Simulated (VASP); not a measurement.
# CoO (R3m) in VASP: further runs

The runs below take CoO through single point, with PBE.

Program: VASP 6.6.1. These are calculated values, not measurements. Logs are shortened: lines on timing, memory, paths and dates and some standing lists are left out, and cuts for length are marked.

## (1) The cell of the first run

The structure is trigonal, space group R3m (No. 160). Conventional cell: a = 3.204 Å, b = 3.204 Å, c = 7.699 Å, α = 90.00°, β = 90.00°, γ = 120.00°. Within 2.5 Å of Co (site symmetry 3m) lie 4 O at 1.91 to 1.96 Å. Within 2.5 Å of O (site symmetry 3m) lie 4 Co at 1.91 to 1.96 Å.

## (2) Single point, PBE, collinear spin, ferromagnetic start

Contents of INCAR:

```
SYSTEM = CoO
ALGO = Normal
EDIFF = 1E-7
ENCUT = 520
GGA = PE
ISIF = 2
ISMEAR = 0
ISPIN = 2
LASPH = .TRUE.
LCHARG = .TRUE.
LELF = .TRUE.
LMAXMIX = 4
LORBIT = 11
LREAL = .FALSE.
LVHAR = .TRUE.
LWAVE = .FALSE.
MAGMOM = 0.5 0.5 0 0
NBANDS = 27
NELM = 150
PREC = Accurate
SIGMA = 0.01
```

Contents of KPOINTS:

```
k-points
0
G
  12 12 12
  0 0 0
```

Contents of POSCAR:

```
CoO
1.0
    1.6022198417      0.9250420569      5.1329417806
   -1.6022198417      0.9250420569      5.1329417806
    0.0000000000     -1.8500841138      5.1329417806
Co O
2 2
Direct
    0.9994877300      0.9994877300      0.9994877300
    0.4994905900      0.4994905900      0.4994905900
    0.3754955300      0.3754955300      0.3754955300
    0.8755255000      0.8755255000      0.8755255000
```

Potentials or basis: VASP PAW PBE potentials, release 64 (Co, O).

Started as:

```sh
$ cat potpaw_PBE.64/Co/POTCAR potpaw_PBE.64/O/POTCAR > POTCAR
$ mpirun -np 1 vasp_std > vasp.out
```

OUTCAR:

```text
SYSTEM = CoO
   EDIFF = 1E-7
   ENCUT = 520
   GGA = PE
   ISIF = 2
   ISMEAR = 0
   ISPIN = 2
   LASPH = .TRUE.
   LORBIT = 11
   LREAL = .FALSE.
   NELM = 150
   PREC = Accurate

 ion  position               nearest neighbor table
   1  0.999  0.999  0.999-   4 1.91   3 1.96   3 1.96   3 1.96
   2  0.499  0.499  0.499-   3 1.91   4 1.96   4 1.96   4 1.96
   3  0.375  0.375  0.375-   2 1.91   1 1.96   1 1.96   1 1.96
   4  0.876  0.876  0.876-   1 1.91   2 1.96   2 1.96   2 1.96

  LATTYP: Found a trigonal (rhomboedric) cell.
 ALAT       =     5.4561802162
 COS(alpha) =     0.8275366594

  Lattice vectors:

 A1 = (   1.6022198417,   0.9250420569,   5.1329417806)
 A2 = (  -1.6022198417,   0.9250420569,   5.1329417806)
 A3 = (   0.0000000000,  -1.8500841138,   5.1329417806)

Analysis of symmetry for initial positions (statically):
=====================================================================
 Subroutine PRICEL returns:
 Original cell was already a primitive cell.

 Routine SETGRP: Setting up the symmetry group for a
 trigonal (rhombohedral) supercell.

 Subroutine GETGRP returns: Found  6 space group operations
 (whereof  6 operations were pure point group operations)
 out of a pool of 12 trial point group operations.

The static configuration has the point symmetry C_3v.

Analysis of symmetry for dynamics (positions and initial velocities):
=====================================================================
 Subroutine PRICEL returns:
 Original cell was already a primitive cell.

 Routine SETGRP: Setting up the symmetry group for a
 trigonal (rhombohedral) supercell.

 Subroutine GETGRP returns: Found  6 space group operations
 (whereof  6 operations were pure point group operations)
 out of a pool of 12 trial point group operations.

The dynamic configuration has the point symmetry C_3v.

Analysis of structural, dynamic, and magnetic symmetry:
=====================================================================
 Subroutine PRICEL returns:
 Original cell was already a primitive cell.

 Routine SETGRP: Setting up the symmetry group for a
 trigonal (rhombohedral) supercell.

 Subroutine GETGRP returns: Found  6 space group operations
 (whereof  6 operations were pure point group operations)
 out of a pool of 12 trial point group operations.

The overall configuration has the point symmetry C_3v.

 Subroutine INISYM returns: Found  6 space group operations
 (whereof  6 operations are pure point group operations),
 and found     1 'primitive' translations

----------------------------------------------------------------------------------------

                                     Primitive cell

  volume of cell :      45.6458

  direct lattice vectors                    reciprocal lattice vectors
     1.602219842  0.925042057  5.132941781     0.312067038  0.180171988  0.064940018
    -1.602219842  0.925042057  5.132941781    -0.312067038  0.180171988  0.064940018
     0.000000000 -1.850084114  5.132941781     0.000000000 -0.360343977  0.064940018

  length of vectors
     5.456180216  5.456180216  5.456180216     0.366148860  0.366148860  0.366148860

  position of ions in fractional coordinates (direct lattice)
     0.999487730  0.999487730  0.999487730
     0.499490590  0.499490590  0.499490590
     0.375495530  0.375495530  0.375495530
     0.875525500  0.875525500  0.875525500

  ion indices of the primitive-cell ions
   primitive index   ion index
                 1           1
                 2           2
                 3           3
                 4           4

----------------------------------------------------------------------------------------

 KPOINTS: k-points

Automatic generation of k-mesh.
 Grid dimensions read from file:
 generate k-points for:   12   12   12

 Generating k-lattice:

  Cartesian coordinates                     Fractional coordinates (reciprocal lattice)
     0.026005586  0.015014332  0.005411668     0.083333333 -0.000000000  0.000000000
    -0.026005586  0.015014332  0.005411668    -0.000000000  0.083333333  0.000000000
     0.000000000 -0.030028665  0.005411668     0.000000000  0.000000000  0.083333333

  Length of vectors
     0.030512405  0.030512405  0.030512405

  Shift w.r.t. Gamma in fractional coordinates (k-lattice)
     0.000000000  0.000000000  0.000000000

 Subroutine IBZKPT returns following result:
 ===========================================

 Found    189 irreducible k-points:

 Following reciprocal coordinates:
            Coordinates               Weight
  0.000000  0.000000  0.000000      1.000000
  0.083333  0.000000  0.000000      6.000000
  0.166667  0.000000  0.000000      6.000000
  0.250000 -0.000000  0.000000      6.000000
  0.333333  0.000000  0.000000      6.000000
  0.416667  0.000000  0.000000      6.000000
[... 16 lines left out ...]
  0.500000  0.166667  0.000000     12.000000
 -0.416667  0.166667  0.000000     12.000000
 [... further k-points ...]
   k-points           NKPTS =    189   k-points in BZ     NKDIM =    189   number of bands    NBANDS=     27
   number of dos      NEDOS =    301   number of ions     NIONS =      4
   total plane-waves  NPLWV =  74088
   dimension x,y,z NGX =    42 NGY =   42 NGZ =   42
   dimension x,y,z NGXF=    84 NGYF=   84 NGZF=   84
   ions per type =               2   2
   NGX,Y,Z   is equivalent  to a cutoff of  12.80, 12.80, 12.80 a.u.
   NGXF,Y,Z  is equivalent  to a cutoff of  25.59, 25.59, 25.59 a.u.
 SYSTEM =  CoO
   PREC   = accura    normal or accurate (medium, high low for compatibility)
   ISTART =      0    job   : 0-new  1-cont  2-samecut
   ICHARG =      2    charge: 1-file 2-atom 10-const
   ISPIN  =      2    spin polarized calculation?
   LNONCOLLINEAR =      F non collinear calculations
   LSORBIT =      F    spin-orbit coupling
   LASPH  =      T    aspherical Exc in radial PAW
   ENCUT  =  520.0 eV  38.22 Ry    6.18 a.u.  10.14 10.14 10.14*2*pi/ulx,y,z
   NELM   =    150;   NELMIN=  2; NELMDL= -5     # of ELM steps
   EDIFF  = 0.1E-06   stopping-criterion for ELM
   LREAL  =      F    real-space projection
   EDIFFG = 0.1E-05   stopping-criterion for IOM
   NSW    =      0    number of steps for IOM
   IBRION =     -1    ionic relax: 0-MD 1-quasi-New 2-CG
   NFREE  =      0    steps in history (QN), initial steepest desc. (CG)
   ISIF   =      2    stress and relaxation
   ISYM   =      2    0-nonsym 1-usesym 2-fastsym
   POTIM  = 0.5000    time-step for ionic-motion
   TEBEG  =    0.0;   TEEND  =   0.0 temperature during run
   PSTRESS=    0.0 pullay stress
   NELECT =      30.0000    total number of electrons
   NUPDOWN=      -1.0000    fix difference up-down
   EMIN   =  10.00;   EMAX   =-10.00  energy-range for DOS
   EFERMI =   0.00;   METHOD = LEGACY
   ISMEAR =     0;   SIGMA  =   0.01  broadening in eV -4-tet -1-fermi 0-gaus
   EFERMI_NEDOS =   21; number of points for ismear=-14 and -15
   IALGO  =     38    algorithm
   IMIX   =      4    mixing-type and parameters
     AMIX     =   0.40;   BMIX     =  1.00
     AMIX_MAG =   1.60;   BMIX_MAG =  1.00
  volume/ion in A,a.u.               =      11.41        77.01
  Fermi-wavevector in a.u.,A,eV,Ry     =   1.423360  2.689761 27.564786  2.025955
  Thomas-Fermi vector in A             =   2.543966
   LORBIT       =     11    0 simple, 1 ext, 2 COOP (PROOUT), +10 PAW based schemes
   GGA     = PE    functional components
   LHFCALC =     F    Hartree Fock is set to
   AEXX    =    0.0000 exact exchange contribution
   IVDW    =     0    specifies the selected vdW correction
   LEPSILON=     F    determine dielectric tensor
   LRPA    =     F    only Hartree local field effects (RPA)
 spin polarized calculation
 Gauss-broadening in eV      SIGMA  =   0.01
  energy-cutoff  :      520.00
  volume of cell :       45.65
 maximum number of plane-waves:      1248
 NGX is ok and might be reduce to    42
   NGX = 21   NGY = 21   NGZ = 21

 number of electron      30.0000005 magnetization       5.5198506

 Free energy of the ion-electron system (eV)
  ---------------------------------------------------
  ext. energy  EPLUGINS =         0.00000000
  ---------------------------------------------------
  free energy    TOTEN  =       -26.72336814 eV

  energy without entropy =      -26.72315697  energy(sigma->0) =      -26.72326256

 E-fermi :   6.0190     XC(G=0): -11.2196

 val. band max:        6.0168967868   @ k =  -0.1667   0.1667   0.0833
 cond. band min:       6.0199130162   @ k =   0.3333   0.2500   0.2500
 fundamental gap:      0.0030162293
 Fermi energy:         6.0189609882

 spin component 1

 k-point     1 :       0.0000    0.0000    0.0000
  band No.  band energies     occupation
      1     -13.9978      1.00000
      2     -13.3426      1.00000
      3      -0.8958      1.00000
      4      -0.1651      1.00000
      5      -0.1087      1.00000
      6      -0.1087      1.00000
[... 19 lines left out ...]
     26      20.6490      0.00000
     27      23.2795      0.00000
[... 667 lines left out ...]
      5      -0.0233      1.00000
      6       0.1565      1.00000
[... 19 lines left out ...]
     26      19.5530      0.00000
     27      23.5891      0.00000

 [... further k-points ...]

 spin component 2

 k-point     1 :       0.0000    0.0000    0.0000
  band No.  band energies     occupation
      1     -13.4786      1.00000
      2     -12.7878      1.00000
      3      -0.4194      1.00000
      4       1.0257      1.00000
      5       1.1060      1.00000
      6       1.1060      1.00000
[... 19 lines left out ...]
     26      21.1018      0.00000
     27      23.7828      0.00000
[... 667 lines left out ...]
      5       0.7499      1.00000
      6       0.8757      1.00000
[... 19 lines left out ...]
     26      20.1639      0.00000
     27      24.1986      0.00000

 [... further k-points ...]

------------------------ aborting loop because EDIFF is reached ----------------------------------------

  FORCE on cell =-STRESS in cart. coord.  units (eV):
  Direction    XX          YY          ZZ          XY          YZ          ZX
  --------------------------------------------------------------------------------------
  -------------------------------------------------------------------------------------
  Total       -0.5249524     -0.5249524      1.0413237      0.0000000      0.0000000      0.0000000
  in kB      -18.4259254    -18.4259254     36.5506566      0.0000000      0.0000000      0.0000000
  external PRESSURE =      -0.1003981 kB  Pullay stress =       0.0000000 kB

 VOLUME and BASIS-vectors are now :
 -----------------------------------------------------------------------------
  energy-cutoff  :      520.00
  volume of cell :       45.65
      direct lattice vectors                 reciprocal lattice vectors
     1.602219842  0.925042057  5.132941781     0.312067038  0.180171988  0.064940018
    -1.602219842  0.925042057  5.132941781    -0.312067038  0.180171988  0.064940018
     0.000000000 -1.850084114  5.132941781     0.000000000 -0.360343977  0.064940018

 POSITION                                       TOTAL-FORCE (eV/Angst)
 -----------------------------------------------------------------------------------
      0.00000      0.00000     15.39094         0.000000      0.000000      0.276450
      0.00000      0.00000      7.69157         0.000000     -0.000000      0.273454
      0.00000      0.00000      5.78219         0.000000      0.000000     -0.271159
      0.00000      0.00000     13.48206         0.000000     -0.000000     -0.278745
 -----------------------------------------------------------------------------------
    total drift:                                0.000000     -0.000000     -0.000310

  FREE ENERGIE OF THE ION-ELECTRON SYSTEM (eV)
  ---------------------------------------------------
  free  energy   TOTEN  =       -26.7233681375 eV

  energy  without entropy=      -26.7231569727  energy(sigma->0) =      -26.72326256

 total charge

# of ion       s       p       d       tot
------------------------------------------
    1        0.347   0.450   7.208   8.005
    2        0.346   0.450   7.208   8.005
    3        1.553   3.439   0.000   4.992
    4        1.553   3.439   0.000   4.992
--------------------------------------------------
tot          3.798   7.779  14.417  25.994

 magnetization (x)

# of ion       s       p       d       tot
------------------------------------------
    1        0.018   0.051   2.307   2.376
    2        0.018   0.051   2.307   2.376
    3        0.021   0.273   0.000   0.294
    4        0.021   0.273   0.000   0.294
--------------------------------------------------
tot          0.078   0.649   4.614   5.341
```

Run time: 29 min. Hardware: 1 thread of Intel Xeon Platinum 8488C (Sapphire Rapids), shared host; peak memory 0.54 GiB.

Results:

```yaml
Free_energy: -26.7234 eV
Pressure: 0.0 GPa
Largest_force: 0.279 eV/Å
Net_moment: 5.52 μB per cell
Site_moments: Co +2.38; O +0.29 μB
Valence_electrons_inside_the_program's_atomic_spheres: Co 8.01; O 4.99
```

Forces on the atoms (eV/Å):
```
Co   0.000  0.000  0.276
Co   0.000  0.000  0.273
O    0.000  0.000 -0.271
O    0.000  0.000 -0.279
```

Stress tensor (GPa, compression positive):
```
-1.84  0.00  0.00
 0.00 -1.84  0.00
 0.00  0.00  3.66
```

Levels at points of the mesh, in eV from the Fermi level:
Spin up:
```csv
k point,band 14,band 15,band 16,band 17,band 18,band 19,band 20,band 21,band 22,band 23
"(0.00, 0.00, 0.00)",-0.62,-0.62,0.16,0.27,0.27,0.43,5.73,7.27,13.47,13.47
"(0.50, 0.00, 0.00)",-2.12,-1.01,-1.01,-0.90,-0.90,5.80,5.80,8.96,8.96,11.13
"(0.50, 0.50, 0.00)",-1.81,-1.67,-1.49,-0.51,-0.46,5.22,5.76,6.95,9.97,11.16
"(0.50, 0.50, 0.50)",-1.17,-0.08,-0.08,-0.08,-0.08,2.71,2.71,10.58,10.58,14.12
```
Spin down:
```csv
k point,band 9,band 10,band 11,band 12,band 13,band 14,band 15,band 16
"(0.00, 0.00, 0.00)",-0.53,-0.53,-0.27,-0.27,0.16,0.69,1.66,1.66
"(0.50, 0.00, 0.00)",-0.67,-0.67,-0.24,-0.24,0.17,0.17,1.39,1.39
"(0.50, 0.50, 0.00)",-0.76,-0.31,-0.29,-0.15,0.02,0.31,0.95,1.02
"(0.50, 0.50, 0.50)",-0.54,-0.54,-0.54,-0.54,1.26,1.26,2.26,2.26
```

Caveat: the stress differs along the axes, from -2 to 4 GPa; semilocal functionals often make such compounds metallic where correlation or magnetic order opens a gap, which also shifts bond lengths.

## (3) Single point, PBE, collinear spin, antiferromagnetic start

Contents of INCAR:

```
PREC = Accurate
ENCUT = 700
EDIFF = 1E-6
ISMEAR = 0
SIGMA = 0.01
LREAL = False
LASPH = True
NELM = 200
ALGO = Normal
ISIF = 2
LWAVE = False
LCHARG = False
ISPIN = 2
MAGMOM = -2.27 2.27 -0.16 0.16
LORBIT = 11
LMAXMIX = 4
GGA = PE
NBANDS = 35
GGA_COMPAT = False
```

Contents of KPOINTS:

```
Automatic mesh
0
Gamma
  3 3 3
```

POSCAR is that of step 2.

Potentials or basis: VASP PAW PBE potentials, release 64 (Co_sv, O).

Started as:

```sh
$ cat potpaw_PBE.64/Co_sv/POTCAR potpaw_PBE.64/O/POTCAR > POTCAR
$ mpirun -np 1 vasp_std > vasp.out
```

Wall time 2.5 min (1 thread of Intel Xeon Platinum 8488C (Sapphire Rapids), shared host); peak memory 0.39 GiB.

Results (log left out):

- Free energy: -27.1302 eV
- Pressure: -2.1 GPa
- Largest force: 0.121 eV/Å
- Band gap on the k mesh: 0.13 eV
- Net moment: 0.00 μB per cell
- Site moments: Co -2.20, +2.20; O -0.17, +0.17 μB
- Valence electrons inside the program's atomic spheres: Co 14.95; O 5.00

Forces on the atoms (eV/Å):
```
Co   0.000  0.000 -0.116
Co   0.000  0.000 -0.119
O    0.000  0.000  0.121
O    0.000  0.000  0.114
```

Stress tensor (GPa, compression positive):
```
-2.25  0.00  0.00
 0.00 -2.25  0.00
 0.00  0.00 -1.82
```

Levels at points of the mesh, in eV from the valence-band top:
Spin up:
| k point | band 21 | band 22 | band 23 | band 24 | band 25 | band 26 |
| --- | --- | --- | --- | --- | --- | --- |
| (0.00, 0.00, 0.00) | -0.98 | -0.23 | -0.23 | 0.13 | 1.73 | 2.04 |
Spin down:
| k point | band 20 | band 21 | band 22 | band 23 | band 24 | band 25 | band 26 | band 27 |
| --- | --- | --- | --- | --- | --- | --- | --- | --- |
| (0.00, 0.00, 0.00) | -0.98 | -0.98 | -0.23 | -0.23 | 0.13 | 1.73 | 2.04 | 2.04 |

Caveat: the k points lie up to 0.77 Å⁻¹ apart; semilocal functionals underestimate gaps, and a narrow one can read as zero.
